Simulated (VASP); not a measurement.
# HRh6 in VASP: further runs

The runs below take HRh6 through single point, with PBE.

Program: VASP 6.6.1. These are calculated values, not measurements. Logs are shortened: lines on timing, memory, paths and dates and some standing lists are left out, and cuts for length are marked.

**1. The cell of the first run**

The cell holds a slab with vacuum, 14 atoms: a = 5.416 Å, b = 5.416 Å, c = 21.674 Å, α = 90.00°, β = 90.00°, γ = 90.00°.

**2. Single point, PBE**

File INCAR:

```
SYSTEM = HRh6
ALGO = Normal
DIPOL = 0.5 0.5 0.284
EDIFF = 1E-7
ENCUT = 520
GGA = PE
IDIPOL = 3
ISIF = 2
ISMEAR = 0
LASPH = .TRUE.
LCHARG = .TRUE.
LDIPOL = .TRUE.
LELF = .TRUE.
LREAL = .FALSE.
LVACPOTAV = .TRUE.
LVHAR = .TRUE.
LWAVE = .FALSE.
NBANDS = 104
NELM = 80
PREC = Accurate
SIGMA = 0.1
```

File KPOINTS:

```
k-points
0
G
  5 5 1
  0 0 0
```

File POSCAR:

```
HRh6
1.0
    5.4163401145      0.0000000000      0.0000000000
    0.0000000000      5.4163401145      0.0000000000
    0.0000000000      0.0000000000     21.6737367085
Rh H
12 2
Direct
    0.2500000000      0.2500000000      0.1845551625
    0.2500000000      0.7500000000      0.1845551625
    0.7500000000      0.2500000000      0.1845551625
    0.7500000000      0.7500000000      0.1845551625
    0.0000000000      0.0000000000      0.2693761947
    0.0000000000      0.5000000000      0.2693761947
    0.5000000000      0.0000000000      0.2693761947
    0.5000000000      0.5000000000      0.2693761947
    0.2500000000      0.2500000000      0.3540569313
    0.2500000000      0.7500000000      0.3540569313
    0.7500000000      0.2500000000      0.3540569313
    0.7500000000      0.7500000000      0.3540569313
    0.2936798694      0.5000000000      0.3748193871
    0.7063201306      0.5000000000      0.3748193871
```

Potentials or basis: VASP PAW PBE potentials, release 64 (Rh_pv, H).

Started as:

```sh
$ cat potpaw_PBE.64/Rh_pv/POTCAR potpaw_PBE.64/H/POTCAR > POTCAR
$ mpirun -np 1 vasp_std > vasp.out
```

OUTCAR:

```text
SYSTEM = HRh6
   EDIFF = 1E-7
   ENCUT = 520
   GGA = PE
   ISIF = 2
   ISMEAR = 0
   LASPH = .TRUE.
   LREAL = .FALSE.
   NELM = 80
   PREC = Accurate

 ion  position               nearest neighbor table
   1  0.250  0.250  0.185-   5 2.65   6 2.65   7 2.65   8 2.65   2 2.71   3 2.71   2 2.71   3 2.71

   2  0.250  0.750  0.185-   5 2.65   6 2.65   7 2.65   8 2.65   1 2.71   4 2.71   1 2.71   4 2.71

   3  0.750  0.250  0.185-   5 2.65   6 2.65   7 2.65   8 2.65   1 2.71   4 2.71   4 2.71   1 2.71

   4  0.750  0.750  0.185-   5 2.65   6 2.65   7 2.65   8 2.65   2 2.71   3 2.71   3 2.71   2 2.71

   5  0.000  0.000  0.269-   9 2.65  10 2.65  11 2.65  12 2.65   1 2.65   2 2.65   3 2.65   4 2.65
                             6 2.71   7 2.71   6 2.71   7 2.71
   6  0.000  0.500  0.269-   9 2.65  10 2.65  11 2.65  12 2.65   1 2.65   2 2.65   3 2.65   4 2.65
                             5 2.71   8 2.71   5 2.71   8 2.71
   7  0.500  0.000  0.269-   9 2.65  10 2.65  11 2.65  12 2.65   1 2.65   2 2.65   3 2.65   4 2.65
                             5 2.71   8 2.71   8 2.71   5 2.71
   8  0.500  0.500  0.269-   9 2.65  10 2.65  11 2.65  12 2.65   1 2.65   2 2.65   3 2.65   4 2.65
                             6 2.71   7 2.71   7 2.71   6 2.71
   9  0.250  0.250  0.354-  13 1.45   6 2.65   7 2.65   8 2.65   5 2.65  11 2.71  10 2.71  10 2.71
                            11 2.71
  10  0.250  0.750  0.354-  13 1.45   6 2.65   7 2.65   8 2.65   5 2.65  12 2.71   9 2.71   9 2.71
                            12 2.71
  11  0.750  0.250  0.354-  14 1.45   6 2.65   7 2.65   8 2.65   5 2.65  12 2.71   9 2.71  12 2.71
                             9 2.71
  12  0.750  0.750  0.354-  14 1.45   6 2.65   7 2.65   8 2.65   5 2.65  11 2.71  10 2.71  11 2.71
                            10 2.71
  13  0.294  0.500  0.375-   9 1.45  10 1.45
  14  0.706  0.500  0.375-  11 1.45  12 1.45

  LATTYP: Found a simple tetragonal cell.
 ALAT       =     5.4163401145
 C/A-ratio  =     4.0015464779

  Lattice vectors:

 A1 = (   5.4163401145,   0.0000000000,   0.0000000000)
 A2 = (   0.0000000000,   5.4163401145,   0.0000000000)
 A3 = (   0.0000000000,   0.0000000000,  21.6737367085)

Analysis of symmetry for initial positions (statically):
=====================================================================
 Subroutine PRICEL returns:
 Original cell was already a primitive cell.

 Routine SETGRP: Setting up the symmetry group for a
 simple tetragonal supercell.

 Subroutine GETGRP returns: Found  4 space group operations
 (whereof  4 operations were pure point group operations)
 out of a pool of 16 trial point group operations.

The static configuration has the point symmetry C_2v.

Analysis of symmetry for dynamics (positions and initial velocities):
=====================================================================
 Subroutine PRICEL returns:
 Original cell was already a primitive cell.

 Routine SETGRP: Setting up the symmetry group for a
 simple tetragonal supercell.

 Subroutine GETGRP returns: Found  4 space group operations
 (whereof  4 operations were pure point group operations)
 out of a pool of 16 trial point group operations.

The dynamic configuration has the point symmetry C_2v.

 Subroutine INISYM returns: Found  4 space group operations
 (whereof  4 operations are pure point group operations),
 and found     1 'primitive' translations

----------------------------------------------------------------------------------------

                                     Primitive cell

  volume of cell :     635.8368

  direct lattice vectors                    reciprocal lattice vectors
     5.416340114  0.000000000  0.000000000     0.184626515  0.000000000  0.000000000
     0.000000000  5.416340114  0.000000000     0.000000000  0.184626515  0.000000000
     0.000000000  0.000000000 21.673736709     0.000000000  0.000000000  0.046138791

  length of vectors
     5.416340114  5.416340114 21.673736709     0.184626515  0.184626515  0.046138791

  position of ions in fractional coordinates (direct lattice)
     0.250000000  0.250000000  0.184555162
     0.250000000  0.750000000  0.184555162
     0.750000000  0.250000000  0.184555162
     0.750000000  0.750000000  0.184555162
     0.000000000  0.000000000  0.269376195
     0.000000000  0.500000000  0.269376195
     0.500000000  0.000000000  0.269376195
     0.500000000  0.500000000  0.269376195
     0.250000000  0.250000000  0.354056931
     0.250000000  0.750000000  0.354056931
     0.750000000  0.250000000  0.354056931
     0.750000000  0.750000000  0.354056931
     0.293679869  0.500000000  0.374819387
     0.706320131  0.500000000  0.374819387

  ion indices of the primitive-cell ions
   primitive index   ion index
                 1           1
                 2           2
                 3           3
                 4           4
                 5           5
                 6           6
                 7           7
                 8           8
                 9           9
                10          10
                11          11
                12          12
                13          13
                14          14

----------------------------------------------------------------------------------------

 KPOINTS: k-points

Automatic generation of k-mesh.
 Grid dimensions read from file:
 generate k-points for:    5    5    1

 Generating k-lattice:

  Cartesian coordinates                     Fractional coordinates (reciprocal lattice)
     0.036925303  0.000000000  0.000000000     0.200000000  0.000000000  0.000000000
     0.000000000  0.036925303  0.000000000     0.000000000  0.200000000  0.000000000
     0.000000000  0.000000000  0.046138791     0.000000000  0.000000000  1.000000000

  Length of vectors
     0.036925303  0.036925303  0.046138791

  Shift w.r.t. Gamma in fractional coordinates (k-lattice)
     0.000000000  0.000000000  0.000000000

 Subroutine IBZKPT returns following result:
 ===========================================

 Found      9 irreducible k-points:

 Following reciprocal coordinates:
            Coordinates               Weight
  0.000000  0.000000  0.000000      1.000000
  0.200000  0.000000  0.000000      2.000000
  0.000000  0.200000  0.000000      2.000000
  0.400000  0.000000  0.000000      2.000000
  0.000000  0.400000  0.000000      2.000000
  0.200000  0.200000  0.000000      4.000000
  0.400000  0.200000  0.000000      4.000000
 -0.200000  0.400000  0.000000      4.000000
  0.400000  0.400000  0.000000      4.000000
   k-points           NKPTS =      9   k-points in BZ     NKDIM =      9   number of bands    NBANDS=    104
   number of dos      NEDOS =    301   number of ions     NIONS =     14
   total plane-waves  NPLWV = 259200
   dimension x,y,z NGX =    40 NGY =   40 NGZ =  162
   dimension x,y,z NGXF=    80 NGYF=   80 NGZF=  324
   ions per type =              12   2
   NGX,Y,Z   is equivalent  to a cutoff of  12.28, 12.28, 12.43 a.u.
   NGXF,Y,Z  is equivalent  to a cutoff of  24.55, 24.55, 24.85 a.u.
 SYSTEM =  HRh6
   PREC   = accura    normal or accurate (medium, high low for compatibility)
   ISTART =      0    job   : 0-new  1-cont  2-samecut
   ICHARG =      2    charge: 1-file 2-atom 10-const
   ISPIN  =      1    spin polarized calculation?
   LNONCOLLINEAR =      F non collinear calculations
   LSORBIT =      F    spin-orbit coupling
   LASPH  =      T    aspherical Exc in radial PAW
   ENCUT  =  520.0 eV  38.22 Ry    6.18 a.u.  10.07 10.07 40.30*2*pi/ulx,y,z
   NELM   =     80;   NELMIN=  2; NELMDL= -5     # of ELM steps
   EDIFF  = 0.1E-06   stopping-criterion for ELM
   LREAL  =      F    real-space projection
   EDIFFG = 0.1E-05   stopping-criterion for IOM
   NSW    =      0    number of steps for IOM
   IBRION =     -1    ionic relax: 0-MD 1-quasi-New 2-CG
   NFREE  =      0    steps in history (QN), initial steepest desc. (CG)
   ISIF   =      2    stress and relaxation
   ISYM   =      2    0-nonsym 1-usesym 2-fastsym
   POTIM  = 0.5000    time-step for ionic-motion
   TEBEG  =    0.0;   TEEND  =   0.0 temperature during run
   PSTRESS=    0.0 pullay stress
   NELECT =     182.0000    total number of electrons
   NUPDOWN=      -1.0000    fix difference up-down
   EMIN   =  10.00;   EMAX   =-10.00  energy-range for DOS
   EFERMI =   0.00;   METHOD = LEGACY
   ISMEAR =     0;   SIGMA  =   0.10  broadening in eV -4-tet -1-fermi 0-gaus
   EFERMI_NEDOS =   21; number of points for ismear=-14 and -15
   IALGO  =     38    algorithm
   IMIX   =      4    mixing-type and parameters
     AMIX     =   0.40;   BMIX     =  1.00
     AMIX_MAG =   1.60;   BMIX_MAG =  1.00
  volume/ion in A,a.u.               =      45.42       306.49
  Fermi-wavevector in a.u.,A,eV,Ry     =   1.078906  2.038836 15.837686  1.164037
  Thomas-Fermi vector in A             =   2.214857
   LORBIT       =      0    0 simple, 1 ext, 2 COOP (PROOUT), +10 PAW based schemes
   GGA     = PE    functional components
   LHFCALC =     F    Hartree Fock is set to
   AEXX    =    0.0000 exact exchange contribution
   IVDW    =     0    specifies the selected vdW correction
   LEPSILON=     F    determine dielectric tensor
   LRPA    =     F    only Hartree local field effects (RPA)
 non-spin polarized calculation
 Gauss-broadening in eV      SIGMA  =   0.10
  energy-cutoff  :      520.00
  volume of cell :      635.84
 maximum number of plane-waves:     17146
   NGX = 21   NGY = 21   NGZ = 81

 dipolmoment           0.000000      0.000000     -0.002807 electrons x Angstroem

 number of electron     182.0000092 magnetization

 dipolmoment           0.000000      0.000000      0.017545 electrons x Angstroem

 Free energy of the ion-electron system (eV)
  ---------------------------------------------------
  ext. energy  EPLUGINS =         0.00000000
  ---------------------------------------------------
  free energy    TOTEN  =       -83.77092725 eV

  energy without entropy =      -83.67512322  energy(sigma->0) =      -83.72302524

 E-fermi :  -0.5843     XC(G=0):  -4.5856

 val. band max:       -0.6083433669   @ k =  -0.2000   0.4000   0.0000
 cond. band min:      -0.5836059421   @ k =   0.4000   0.2000   0.0000
 fundamental gap:      0.0247374249
 Fermi energy:        -0.5843316691

 k-point     1 :       0.0000    0.0000    0.0000
  band No.  band energies     occupation
      1     -47.6139      2.00000
      2     -47.6031      2.00000
      3     -47.5800      2.00000
      4     -47.5461      2.00000
      5     -47.5115      2.00000
      6     -47.4540      2.00000
[... 95 lines left out ...]
    102       1.8245      0.00000
    103       1.9421      0.00000

 k-point     2 :       0.2000    0.0000    0.0000
  band No.  band energies     occupation
      1     -47.5972      2.00000
      2     -47.5787      2.00000
      3     -47.5486      2.00000
      4     -47.5484      2.00000
      5     -47.4987      2.00000
      6     -47.4490      2.00000
[... 731 lines left out ...]
    102       1.1650      0.00000
    103       1.7375      0.00000

 k-point     9 :       0.4000    0.4000    0.0000
  band No.  band energies     occupation
      1     -47.4702      2.00000
      2     -47.4581      2.00000
      3     -47.4522      2.00000
      4     -47.4330      2.00000
      5     -47.4251      2.00000
      6     -47.4205      2.00000
[... 95 lines left out ...]
    102       1.0344      0.00000
    103       1.0799      0.00000
 [bands above 103 left out]

------------------------ aborting loop because EDIFF is reached ----------------------------------------

 vacuum level on the upper side and lower side of the slab       (xc-potential included)        -0.056        -0.150

  FORCE on cell =-STRESS in cart. coord.  units (eV):
  Direction    XX          YY          ZZ          XY          YZ          ZX
  --------------------------------------------------------------------------------------
  -------------------------------------------------------------------------------------
  Total       -3.3228179     18.9256474      5.6858102      0.0000000      0.0000000      0.0000000
  in kB       -8.3728147     47.6887213     14.3270670      0.0000000      0.0000000      0.0000000
  external PRESSURE =      17.8809912 kB  Pullay stress =       0.0000000 kB

 VOLUME and BASIS-vectors are now :
 -----------------------------------------------------------------------------
  energy-cutoff  :      520.00
  volume of cell :      635.84
      direct lattice vectors                 reciprocal lattice vectors
     5.416340114  0.000000000  0.000000000     0.184626515  0.000000000  0.000000000
     0.000000000  5.416340114  0.000000000     0.000000000  0.184626515  0.000000000
     0.000000000  0.000000000 21.673736709     0.000000000  0.000000000  0.046138791

 POSITION                                       TOTAL-FORCE (eV/Angst)
 -----------------------------------------------------------------------------------
      1.35409      1.35409      4.00000        -0.026334      0.029900      0.069546
      1.35409      4.06226      4.00000        -0.026334     -0.029900      0.069546
      4.06226      1.35409      4.00000         0.026334      0.029900      0.069546
      4.06226      4.06226      4.00000         0.026334     -0.029900      0.069546
      0.00000      0.00000      5.83839         0.000000      0.000000     -0.561298
      0.00000      2.70817      5.83839         0.000000      0.000000     -0.629335
      2.70817      0.00000      5.83839         0.000000      0.000000     -0.245220
      2.70817      2.70817      5.83839         0.000000      0.000000     -0.692734
      1.35409      1.35409      7.67374        -0.783830     -4.309507     -1.168059
      1.35409      4.06226      7.67374        -0.783830      4.309507     -1.168059
      4.06226      1.35409      7.67374         0.783830     -4.309507     -1.168059
      4.06226      4.06226      7.67374         0.783830      4.309507     -1.168059
      1.59067      2.70817      8.12374         1.421739     -0.000000      3.261319
      3.82567      2.70817      8.12374        -1.421739      0.000000      3.261319
 -----------------------------------------------------------------------------------
    total drift:                                0.000000      0.000000      0.001449

  FREE ENERGIE OF THE ION-ELECTRON SYSTEM (eV)
  ---------------------------------------------------
  free  energy   TOTEN  =       -83.7709272515 eV

  energy  without entropy=      -83.6751232217  energy(sigma->0) =      -83.72302524

 vacuum level on the upper side and lower side of the slab         4.508         4.400
```

It took 48 min on 1 thread of Intel Xeon 8259CL, shared host; peak memory 0.79 GiB.

What came out:

```
Free energy                     : -83.7709 eV
Largest force                   : 4.533 eV/Å
Band gap on the k mesh          : zero (bands 91 and 92 overlap by 0.65 eV)
Work function of the upper face : 5.09 eV
Work function of the lower face : 4.98 eV
```

Forces on the atoms (eV/Å):
```
Rh  -0.026  0.030  0.070
Rh  -0.026 -0.030  0.070
Rh   0.026  0.030  0.070
Rh   0.026 -0.030  0.070
Rh   0.000  0.000 -0.561
Rh   0.000  0.000 -0.629
Rh   0.000  0.000 -0.245
Rh   0.000  0.000 -0.693
Rh  -0.784 -4.310 -1.168
Rh  -0.784  4.310 -1.168
Rh   0.784 -4.310 -1.168
Rh   0.784  4.310 -1.168
H    1.422  0.000  3.261
H   -1.422  0.000  3.261
```

**3. Single point, PBE**

File INCAR:

```
SYSTEM = HRh6
PREC     = Accurate       ! precision mode
ENCUT    = 520            ! plane-wave cutoff, eV
EDIFF    = 1E-7           ! SCF threshold, eV
ISMEAR   = 0              ! smearing method
SIGMA    = 0.1            ! smearing width, eV
LREAL    = .False.        ! projectors in reciprocal space
LASPH    = .True.         ! aspherical terms in the spheres
NELM     = 80             ! most SCF steps
ALGO     = Normal         ! electronic algorithm
ISIF     = 2              ! what is computed and relaxed
LWAVE    = .False.        ! write WAVECAR
LCHARG   = .False.        ! write CHGCAR
LDIPOL   = .True.       
IDIPOL   = 3            
DIPOL    = 0.5 0.5 0.291
GGA      = PE             ! functional
NBANDS   = 104            ! bands
```

File KPOINTS:

```
Automatic mesh
0
Gamma
  5 5 1
  0 0 0
```

Edit POSCAR of step 2 so:

```diff
@@ -20,3 +20,3 @@
     0.7500000000      0.7500000000      0.3540569313
-    0.2936798694      0.5000000000      0.3748193871
-    0.7063201306      0.5000000000      0.3748193871
+    0.4399963826      0.5000000000      0.4191126261
+    0.5600036174      0.5000000000      0.4191126261
```

Potentials or basis: VASP PAW PBE potentials, release 64 (Rh_pv, H).

Started as:

```sh
$ cat potpaw_PBE.64/Rh_pv/POTCAR potpaw_PBE.64/H/POTCAR > POTCAR
$ mpirun -np 1 vasp_std > vasp.out
```

Wall time 46 min (1 thread of Intel Xeon 8259CL, shared host); peak memory 0.79 GiB.

It converged, with:

```
Free energy            : -84.7551 eV
Largest force          : 7.026 eV/Å
Band gap on the k mesh : zero (bands 91 and 92 overlap by 0.65 eV)
```

Forces on the atoms (eV/Å):
```
Rh  -0.016 -0.003  0.057
Rh  -0.016  0.003  0.057
Rh   0.016 -0.003  0.057
Rh   0.016  0.003  0.057
Rh   0.000  0.000  0.397
Rh   0.000  0.000 -0.319
Rh   0.000  0.000 -0.297
Rh   0.000  0.000 -0.206
Rh  -0.159 -0.148 -0.045
Rh  -0.159  0.148 -0.045
Rh   0.159 -0.148 -0.045
Rh   0.159  0.148 -0.045
H   -7.023  0.000  0.190
H    7.023  0.000  0.190
```

Levels at points of the mesh, in eV from the Fermi level:
| k point | band 89 | band 90 | band 91 | band 92 | band 93 | band 94 | band 95 | band 96 |
| --- | --- | --- | --- | --- | --- | --- | --- | --- |
| (0.00, 0.00, 0.00) | 0.28 | 0.33 | 0.34 | 0.52 | 0.56 | 0.65 | 0.66 | 0.66 |

**4. Single point, PBE**

File INCAR:

```
PREC     = Accurate       # precision mode
ENCUT    = 520            # plane-wave cutoff, eV
EDIFF    = 1E-6           # SCF threshold, eV
ISMEAR   = 0              # smearing method
SIGMA    = 0.1            # smearing width, eV
LREAL    = False          # projectors in reciprocal space
LASPH    = True           # aspherical terms in the spheres
NELM     = 80             # most SCF steps
ALGO     = Normal         # electronic algorithm
ISIF     = 2              # what is computed and relaxed
LWAVE    = False          # write WAVECAR
LCHARG   = True           # write CHGCAR
LDIPOL   = True         
IDIPOL   = 3            
DIPOL    = 0.5 0.5 0.293
GGA      = PE             # functional
LELF     = True           # ELF
LVHAR    = True         
LVACPOTAV= True         
NBANDS   = 104            # bands
```

File KPOINTS:

```
Automatic mesh
0
Gamma
  5 5 1
```

Edit POSCAR of step 3 so:

```diff
@@ -20,3 +20,3 @@
     0.7500000000      0.7500000000      0.3540569313
-    0.4399963826      0.5000000000      0.4191126261
-    0.5600036174      0.5000000000      0.4191126261
+    0.3293127868      0.5000000000      0.4338770391
+    0.6706872132      0.5000000000      0.4338770391
```

Started as:

```sh
$ cat potpaw_PBE.64/Rh_pv/POTCAR potpaw_PBE.64/H/POTCAR > POTCAR
$ mpirun -np 1 vasp_std > vasp.out
```

Run time: 39 min. Hardware: 1 thread of Intel Xeon 8259CL, shared host; peak memory 0.79 GiB.

The run converged. Its results:

* Free energy: -84.5383 eV
* Largest force: 1.854 eV/Å
* Band gap on the k mesh: zero (bands 91 and 92 overlap by 0.72 eV)

Forces in eV/Å, atoms in the order of the input:
```
Rh   0.001  0.045 -0.049
Rh   0.001 -0.045 -0.049
Rh  -0.001  0.045 -0.049
Rh  -0.001 -0.045 -0.049
Rh   0.000  0.000  0.456
Rh   0.000  0.000 -0.247
Rh   0.000  0.000  0.124
Rh   0.000  0.000 -0.231
Rh   0.209  0.508  0.939
Rh   0.209 -0.508  0.939
Rh  -0.209  0.508  0.939
Rh  -0.209 -0.508  0.939
H   -0.294  0.000 -1.830
H    0.294  0.000 -1.830
```

Levels at points of the mesh, in eV from the Fermi level:
```tsv
k point	band 88	band 89	band 90	band 91	band 92	band 93	band 94	band 95
(0.00, 0.00, 0.00)	0.21	0.29	0.34	0.35	0.54	0.56	0.66	0.67
```

(Continued in part 2 of 2.)

The gap in the log of VASP goes by the Fermi energy; the results here count the filled bands.